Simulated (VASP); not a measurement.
# TaN (R-3m) in VASP: notebook

Runs on TaN. Level: PBEsol. Tasks: single point.

Program: VASP 6.6.1. These are calculated values, not measurements. Logs are shortened: lines on timing, memory, paths and dates and some standing lists are left out, and cuts for length are marked.

## 1. The cell of the first run

It takes space group R-3m (No. 166, trigonal). Conventional cell: a = 3.157 Å, b = 3.157 Å, c = 7.192 Å, α = 90.00°, β = 90.00°, γ = 120.00°. Within 2.9 Å of Ta (site symmetry -3m) lie 6 N at 2.18 Å. Within 2.9 Å of N (site symmetry -3m) lie 6 Ta at 2.18 Å.

## 2. Single point, PBEsol

Contents of INCAR:

```
PREC = Accurate ; ENCUT = 520
EDIFF = 1E-6 ; ISMEAR = 0
SIGMA = 0.15 ; LREAL = F
LASPH = T ; NELM = 100
ALGO = Normal ; ISIF = 2
LWAVE = F ; LCHARG = F
GGA = PS ; NBANDS = 15
```

Contents of KPOINTS:

```
Automatic mesh
0
Gamma
  20 20 20
```

Contents of POSCAR:

```
TaN
1.0
   -0.1041764838      2.1281767411      2.1281767411
    2.1281767411     -0.1041764838      2.1281767411
    2.1281767411      2.1281767411     -0.1041764838
Ta N
1 1
Direct
    0.5000000000      0.5000000000      0.5000000000
    0.0000000000      0.0000000000      0.0000000000
```

Potentials or basis: VASP PAW PBE potentials, release 64 (Ta_pv, N).

Run with:

```
cat potpaw_PBE.64/Ta_pv/POTCAR potpaw_PBE.64/N/POTCAR > POTCAR
mpirun -np 1 vasp_std > vasp.out
```

OUTCAR:

```text
PREC = Accurate
   ENCUT = 520
   EDIFF = 1E-6
   ISMEAR = 0
   LREAL = F
   LASPH = T
   NELM = 100
   ISIF = 2
   GGA = PS

 ion  position               nearest neighbor table
   1  0.500  0.500  0.500-   2 2.18   2 2.18   2 2.18   2 2.18   2 2.18   2 2.18
   2  0.000  0.000  0.000-   1 2.18   1 2.18   1 2.18   1 2.18   1 2.18   1 2.18

  LATTYP: Found a trigonal (rhomboedric) cell.
 ALAT       =     3.0114988332
 COS(alpha) =     0.4505091948

  Lattice vectors:

 A1 = (  -0.1041764838,   2.1281767411,   2.1281767411)
 A2 = (   2.1281767411,  -0.1041764838,   2.1281767411)
 A3 = (   2.1281767411,   2.1281767411,  -0.1041764838)

Analysis of symmetry for initial positions (statically):
=====================================================================
 Subroutine PRICEL returns:
 Original cell was already a primitive cell.

 Routine SETGRP: Setting up the symmetry group for a
 trigonal (rhombohedral) supercell.

 Subroutine GETGRP returns: Found 12 space group operations
 (whereof 12 operations were pure point group operations)
 out of a pool of 12 trial point group operations.

The static configuration has the point symmetry D_3d.

Analysis of symmetry for dynamics (positions and initial velocities):
=====================================================================
 Subroutine PRICEL returns:
 Original cell was already a primitive cell.

 Routine SETGRP: Setting up the symmetry group for a
 trigonal (rhombohedral) supercell.

 Subroutine GETGRP returns: Found 12 space group operations
 (whereof 12 operations were pure point group operations)
 out of a pool of 12 trial point group operations.

The dynamic configuration has the point symmetry D_3d.

 Subroutine INISYM returns: Found 12 space group operations
 (whereof 12 operations are pure point group operations),
 and found     1 'primitive' translations

----------------------------------------------------------------------------------------

                                     Primitive cell

  volume of cell :      20.6920

  direct lattice vectors                    reciprocal lattice vectors
    -0.104176484  2.128176741  2.128176741    -0.218359349  0.229598433  0.229598433
     2.128176741 -0.104176484  2.128176741     0.229598433 -0.218359349  0.229598433
     2.128176741  2.128176741 -0.104176484     0.229598433  0.229598433 -0.218359349

  length of vectors
     3.011498833  3.011498833  3.011498833     0.391294884  0.391294884  0.391294884

  position of ions in fractional coordinates (direct lattice)
     0.500000000  0.500000000  0.500000000
     0.000000000  0.000000000  0.000000000

  ion indices of the primitive-cell ions
   primitive index   ion index
                 1           1
                 2           2

----------------------------------------------------------------------------------------

 KPOINTS: Automatic mesh

Automatic generation of k-mesh.
 Grid dimensions read from file:
 generate k-points for:   20   20   20

 Generating k-lattice:

  Cartesian coordinates                     Fractional coordinates (reciprocal lattice)
    -0.010917967  0.011479922  0.011479922     0.050000000  0.000000000  0.000000000
     0.011479922 -0.010917967  0.011479922     0.000000000  0.050000000  0.000000000
     0.011479922  0.011479922 -0.010917967     0.000000000  0.000000000  0.050000000

  Length of vectors
     0.019564744  0.019564744  0.019564744

  Shift w.r.t. Gamma in fractional coordinates (k-lattice)
     0.000000000  0.000000000  0.000000000

 Subroutine IBZKPT returns following result:
 ===========================================

 Found    781 irreducible k-points:

 Following reciprocal coordinates:
            Coordinates               Weight
  0.000000  0.000000  0.000000      1.000000
  0.050000 -0.000000 -0.000000      6.000000
  0.100000  0.000000  0.000000      6.000000
  0.150000  0.000000  0.000000      6.000000
  0.200000  0.000000  0.000000      6.000000
  0.250000  0.000000  0.000000      6.000000
[... 16 lines left out ...]
 -0.400000  0.050000 -0.000000     12.000000
 -0.350000  0.050000  0.000000     12.000000
 [... further k-points ...]
   k-points           NKPTS =    781   k-points in BZ     NKDIM =    781   number of bands    NBANDS=     15
   number of dos      NEDOS =    301   number of ions     NIONS =      2
   total plane-waves  NPLWV =  13824
   dimension x,y,z NGX =    24 NGY =   24 NGZ =   24
   dimension x,y,z NGXF=    48 NGYF=   48 NGZF=   48
   ions per type =               1   1
   NGX,Y,Z   is equivalent  to a cutoff of  13.25, 13.25, 13.25 a.u.
   NGXF,Y,Z  is equivalent  to a cutoff of  26.50, 26.50, 26.50 a.u.
 SYSTEM =  unknown system
   PREC   = accura    normal or accurate (medium, high low for compatibility)
   ISTART =      0    job   : 0-new  1-cont  2-samecut
   ICHARG =      2    charge: 1-file 2-atom 10-const
   ISPIN  =      1    spin polarized calculation?
   LNONCOLLINEAR =      F non collinear calculations
   LSORBIT =      F    spin-orbit coupling
   LASPH  =      T    aspherical Exc in radial PAW
   ENCUT  =  520.0 eV  38.22 Ry    6.18 a.u.   5.60  5.60  5.60*2*pi/ulx,y,z
   NELM   =    100;   NELMIN=  2; NELMDL= -5     # of ELM steps
   EDIFF  = 0.1E-05   stopping-criterion for ELM
   LREAL  =      F    real-space projection
   EDIFFG = 0.1E-04   stopping-criterion for IOM
   NSW    =      0    number of steps for IOM
   IBRION =     -1    ionic relax: 0-MD 1-quasi-New 2-CG
   NFREE  =      0    steps in history (QN), initial steepest desc. (CG)
   ISIF   =      2    stress and relaxation
   ISYM   =      2    0-nonsym 1-usesym 2-fastsym
   POTIM  = 0.5000    time-step for ionic-motion
   TEBEG  =    0.0;   TEEND  =   0.0 temperature during run
   PSTRESS=    0.0 pullay stress
   NELECT =      16.0000    total number of electrons
   NUPDOWN=      -1.0000    fix difference up-down
   EMIN   =  10.00;   EMAX   =-10.00  energy-range for DOS
   EFERMI =   0.00;   METHOD = LEGACY
   ISMEAR =     0;   SIGMA  =   0.15  broadening in eV -4-tet -1-fermi 0-gaus
   EFERMI_NEDOS =   21; number of points for ismear=-14 and -15
   IALGO  =     38    algorithm
   IMIX   =      4    mixing-type and parameters
     AMIX     =   0.40;   BMIX     =  1.00
     AMIX_MAG =   1.60;   BMIX_MAG =  1.00
  volume/ion in A,a.u.               =      10.35        69.82
  Fermi-wavevector in a.u.,A,eV,Ry     =   1.502615  2.839530 30.719922  2.257851
  Thomas-Fermi vector in A             =   2.613832
   LORBIT       =      0    0 simple, 1 ext, 2 COOP (PROOUT), +10 PAW based schemes
   GGA     = PS    functional components
   LHFCALC =     F    Hartree Fock is set to
   AEXX    =    0.0000 exact exchange contribution
   IVDW    =     0    specifies the selected vdW correction
   LEPSILON=     F    determine dielectric tensor
   LRPA    =     F    only Hartree local field effects (RPA)
 non-spin polarized calculation
 Gauss-broadening in eV      SIGMA  =   0.15
  energy-cutoff  :      520.00
  volume of cell :       20.69
 maximum number of plane-waves:       574
   NGX = 11   NGY = 11   NGZ = 11

 number of electron      16.0000001 magnetization

 Free energy of the ion-electron system (eV)
  ---------------------------------------------------
  ext. energy  EPLUGINS =         0.00000000
  ---------------------------------------------------
  free energy    TOTEN  =       -23.17631285 eV

  energy without entropy =      -23.16691870  energy(sigma->0) =      -23.17161577

 E-fermi :   9.6314     XC(G=0): -13.7406

 val. band max:        9.6206611688   @ k =   0.4500   0.1500   0.1500
 cond. band min:       9.6475359282   @ k =  -0.3000   0.1000   0.0500
 fundamental gap:      0.0268747594
 Fermi energy:         9.6313692643

 k-point     1 :       0.0000    0.0000    0.0000
  band No.  band energies     occupation
      1     -26.0221      2.00000
      2     -26.0221      2.00000
      3     -25.8705      2.00000
      4      -9.3334      2.00000
      5       5.7221      2.00000
      6       5.7221      2.00000
      7       6.1115      2.00000
      8       7.0381      2.00000
      9       7.0381      2.00000
     10       8.1889      2.00000
     11       9.7993      0.11347
     12       9.7993      0.11347
     13      11.6534      0.00000
     14      19.1611      0.00000
     15      22.0986      0.00000

 k-point     2 :       0.0500   -0.0000   -0.0000
  band No.  band energies     occupation
      1     -26.0433      2.00000
      2     -26.0232      2.00000
      3     -25.8767      2.00000
      4      -9.2695      2.00000
      5       5.3484      2.00000
      6       5.4561      2.00000
      7       5.8671      2.00000
      8       7.1823      2.00000
      9       7.2769      2.00000
     10       8.2940      2.00000
     11      10.0531      0.00007
     12      10.0578      0.00006
     13      11.8188      0.00000
     14      19.3393      0.00000
     15      22.0984      0.00000

 k-point     3 :       0.1000    0.0000    0.0000
  band No.  band energies     occupation
      1     -26.1080      2.00000
      2     -26.0266      2.00000
      3     -25.8908      2.00000
      4      -9.0823      2.00000
      5       4.5574      2.00000
      6       4.8883      2.00000
      7       5.3606      2.00000
      8       7.4762      2.00000
      9       7.6607      2.00000
     10       8.5383      2.00000
     11      10.7164      0.00000
     12      10.7183      0.00000
     13      12.2798      0.00000
     14      19.8496      0.00000
     15      22.0980      0.00000
[... 343 lines left out ...]
 k-point    23 :      -0.4000    0.0500   -0.0000
  band No.  band energies     occupation
      1     -26.8639      2.00000
      2     -26.0833      2.00000
      3     -25.9907      2.00000
      4      -6.4689      2.00000
      5      -0.4906      2.00000
      6       1.9765      2.00000
      7       2.5938      2.00000
      8      10.3564      0.00000
      9      10.9435      0.00000
     10      11.6041      0.00000
     11      14.6832      0.00000
     12      16.4466      0.00000
     13      17.0127      0.00000
     14      21.1697      0.00000
     15      22.1365      0.00000

 k-point    24 :      -0.3500    0.0500    0.0000
  band No.  band energies     occupation
      1     -26.7777      2.00000
      2     -26.0810      2.00000
      3     -25.9784      2.00000
      4      -6.8448      2.00000
      5       0.0327      2.00000
      6       2.2275      2.00000
      7       2.7843      2.00000
      8       9.8449      0.04413
      9      10.5836      0.00000
     10      10.9682      0.00000
     11      14.8148      0.00000
     12      15.7181      0.00000
     13      16.3905      0.00000
     14      21.3390      0.00000
     15      22.1489      0.00000

 [... further k-points ...]

------------------------ aborting loop because EDIFF is reached ----------------------------------------

  FORCE on cell =-STRESS in cart. coord.  units (eV):
  Direction    XX          YY          ZZ          XY          YZ          ZX
  --------------------------------------------------------------------------------------
  -------------------------------------------------------------------------------------
  Total        0.7421443      0.7421443      0.7421443      0.4801982      0.4801982      0.4801982
  in kB       57.4641821     57.4641821     57.4641821     37.1817173     37.1817173     37.1817173
  external PRESSURE =      57.4641821 kB  Pullay stress =       0.0000000 kB

 VOLUME and BASIS-vectors are now :
 -----------------------------------------------------------------------------
  energy-cutoff  :      520.00
  volume of cell :       20.69
      direct lattice vectors                 reciprocal lattice vectors
    -0.104176484  2.128176741  2.128176741    -0.218359349  0.229598433  0.229598433
     2.128176741 -0.104176484  2.128176741     0.229598433 -0.218359349  0.229598433
     2.128176741  2.128176741 -0.104176484     0.229598433  0.229598433 -0.218359349

 POSITION                                       TOTAL-FORCE (eV/Angst)
 -----------------------------------------------------------------------------------
      2.07609      2.07609      2.07609         0.000000     -0.000000     -0.000000
      0.00000      0.00000      0.00000         0.000000      0.000000      0.000000
 -----------------------------------------------------------------------------------
    total drift:                                0.000000     -0.000000     -0.000000

  FREE ENERGIE OF THE ION-ELECTRON SYSTEM (eV)
  ---------------------------------------------------
  free  energy   TOTEN  =       -23.1763128465 eV

  energy  without entropy=      -23.1669186983  energy(sigma->0) =      -23.17161577
```

Wall time 2.9 min (1 thread of Intel Xeon Platinum 8259CL at 2.50GHz (Skylake/Cascade Lake), shared host); peak memory 0.35 GiB.

Results:

```
Free energy            : -23.1763 eV
Pressure               : 5.7 GPa
Band gap on the k mesh : zero (band 8 reaches 12.07 eV, above the bottom of band 9 at 7.04 eV)
```

Stress tensor (GPa, compression positive):
```
5.75 3.72 3.72
3.72 5.75 3.72
3.72 3.72 5.75
```

Levels at points of the mesh, in eV from the Fermi level:
```tsv
k point	band 6	band 7	band 8	band 9	band 10	band 11
(0.00, 0.00, 0.00)	-3.91	-3.52	-2.59	-2.59	-1.44	0.17
(0.50, 0.00, 0.00)	-7.89	-7.15	1.28	1.35	3.19	4.09
(0.50, 0.50, 0.00)	-5.64	-4.81	-4.37	2.12	3.50	3.92
(0.50, 0.50, 0.50)	-8.15	-8.15	2.44	2.52	2.52	3.75
```

Caveat: the PAW data sets were made with another functional, which shifts forces and pressure a little; spin-orbit coupling is left out, which moves the levels of the heavy elements.

## 3. Single point, PBEsol

This run uses another cell than the first one, of the same volume but with other edges.

Contents of INCAR:

```
ALGO = Normal ; EDIFF = 1E-6
ENCUT = 520 ; GGA = PS
ISIF = 2 ; ISMEAR = 0
LASPH = True ; LCHARG = False
LREAL = False ; LWAVE = False
NBANDS = 15 ; NELM = 80
PREC = Accurate ; SIGMA = 0.15
```

Contents of KPOINTS:

```
k-points
0
Gamma
  20 20 20
```

Contents of POSCAR:

```
TaN
1.0
    0.1132699494      2.2370814999      2.2370814999
    2.2370814999      0.1132699494      2.2370814999
    2.2370814999      2.2370814999      0.1132699494
Ta N
1 1
Direct
    0.5000000000      0.5000000000      0.5000000000
    0.0000000000      0.0000000000      0.0000000000
```

Potentials or basis: VASP PAW PBE potentials, release 64 (Ta_pv, N).

Run with:

```
cat potpaw_PBE.64/Ta_pv/POTCAR potpaw_PBE.64/N/POTCAR > POTCAR
mpirun -np 1 vasp_std > vasp.out
```

Run time: 2.7 min. Hardware: 1 thread of Intel Xeon Platinum 8259CL at 2.50GHz (Skylake/Cascade Lake), shared host; peak memory 0.35 GiB.

It converged, with:

| Quantity | Value |
| --- | --- |
| Free energy | -23.1782 eV |
| Pressure | 5.8 GPa |
| Band gap on the k mesh | zero (band 8 reaches 11.26 eV, above the bottom of band 9 at 7.83 eV) |

Stress tensor (GPa, compression positive):
```
 5.84 -3.02 -3.02
-3.02  5.84 -3.02
-3.02 -3.02  5.84
```

Levels at points of the mesh, in eV from the Fermi level:
| k point | band 4 | band 5 | band 6 | band 7 | band 8 | band 9 | band 10 | band 11 | band 12 | band 13 |
| --- | --- | --- | --- | --- | --- | --- | --- | --- | --- | --- |
| (0.00, 0.00, 0.00) | -18.94 | -4.08 | -3.59 | -3.59 | -3.02 | -1.78 | -1.78 | 0.21 | 0.21 | 2.02 |
| (0.50, 0.00, 0.00) | -15.64 | -10.51 | -8.21 | -7.42 | 0.87 | 2.85 | 3.02 | 3.93 | 7.87 | 8.17 |
| (0.50, 0.50, 0.00) | -17.63 | -6.62 | -5.63 | -4.77 | -4.36 | 2.14 | 3.53 | 3.96 | 4.82 | 7.40 |
| (0.50, 0.50, 0.50) | -15.87 | -10.60 | -7.17 | -7.17 | 1.65 | 1.65 | 1.70 | 4.33 | 7.41 | 7.41 |

Caveat: the PAW data sets were made with another functional, which shifts forces and pressure a little; spin-orbit coupling is left out, which moves the levels of the heavy elements.
